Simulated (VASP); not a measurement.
A run of VASP 6.6.1:

INCAR

```
SYSTEM = SnO2
PREC     = Accurate       ! precision mode
ENCUT    = 600            ! plane-wave cutoff, eV
EDIFF    = 1E-6           ! SCF threshold, eV
ISMEAR   = 0              ! smearing method
SIGMA    = 0.02           ! smearing width, eV
LREAL    = .FALSE.        ! projectors in reciprocal space
LASPH    = .TRUE.         ! aspherical terms in the spheres
NELM     = 100            ! most SCF steps
ALGO     = Normal         ! electronic algorithm
ISIF     = 4              ! what is computed and relaxed
LWAVE    = .FALSE.        ! write WAVECAR
LCHARG   = .FALSE.        ! write CHGCAR
GGA      = PE             ! functional
IBRION   = 2              ! ionic algorithm
NSW      = 50             ! ionic steps
EDIFFG   = -0.01          ! ionic threshold
```

File KPOINTS:

```
regular mesh
0
G
  6 6 8
  0 0 0
```

POSCAR

```
SnO2
1.0
    4.7173326542      0.0000000000      0.0000000000
    0.0000000000      4.7173326542      0.0000000000
    0.0000000000      0.0000000000      3.1875064183
Sn O
2 4
Direct
    0.0000000000      0.0000000000      0.0000000000
    0.5000000000      0.5000000000      0.5000000000
    0.3060051126      0.3060051126      0.0000000000
    0.1939948874      0.8060051126      0.5000000000
    0.6939948874      0.6939948874      0.0000000000
    0.8060051126      0.1939948874      0.5000000000
```

Potentials or basis: VASP PAW PBE potentials, release 64 (Sn_d, O).

Run with:

```console
$ cat potpaw_PBE.64/Sn_d/POTCAR potpaw_PBE.64/O/POTCAR > POTCAR
$ mpirun -np 1 vasp_std > vasp.out
```

Hardware: 1 thread of Intel(R) Xeon(R) 6975P-C (Granite Rapids), with other jobs on the host.

**Question.** Estimate the wall time of this run.

**Answer.** It took 2 min on 1 thread of Intel(R) Xeon(R) 6975P-C (Granite Rapids), with other jobs on the host, peak memory 0.27 GiB. Counts: scf iterations 31, k points 50, ion steps 4.
